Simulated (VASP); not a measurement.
Wanted: the native input for a VASP 6.6.1 run.

* Task: single point
* Functional: PBE
* Dispersion: D4
* Potentials or basis: VASP PAW PBE potentials, release 64 (K_sv)
* Cutoff: 520 eV
* k mesh: 7 × 7 × 7
* Occupations: fermi-dirac, width 0.05 eV
* Spin: no spin polarisation
* Dipole correction: no
* Further INCAR settings: ALGO = Fast; EDIFF = 1e-06; NBANDS = 10

The structure of K lies in POSCAR:

```
K
1.0
   -2.5969034428      2.5969034428      2.5969034428
    2.5969034428     -2.5969034428      2.5969034428
    2.5969034428      2.5969034428     -2.5969034428
K
1
Direct
    0.0000000000      0.0000000000      0.0000000000
```

The input as run:

INCAR

```
SYSTEM = K
PREC = Accurate ; ENCUT = 520
EDIFF = 1E-6 ; ISMEAR = -1
SIGMA = 0.05 ; LREAL = .FALSE.
LASPH = .TRUE. ; NELM = 60
ALGO = Fast ; ISIF = 2
LWAVE = .FALSE. ; LCHARG = .FALSE.
GGA = PE ; IVDW = 13
NBANDS = 10
```

KPOINTS

```
regular mesh
0
G
  7 7 7
  0 0 0
```

Potentials or basis: VASP PAW PBE potentials, release 64 (K_sv).

Run with:

```sh
$ cat potpaw_PBE.64/K_sv/POTCAR > POTCAR
$ mpirun -np 1 vasp_std > vasp.out
```

Results of the run:

| Property | Result |
| --- | --- |
| Pressure | 0.0 GPa |
| Dispersion energy per atom | -0.072 eV |

Caveat: pairwise dispersion overbinds metals, which lowers pressure and volume.

Run time: 16 s on 1 thread of Intel(R) Xeon(R) Platinum 8259CL CPU @ 2.50GHz (Skylake/Cascade Lake) (shared host), peak memory 0.19 GiB.
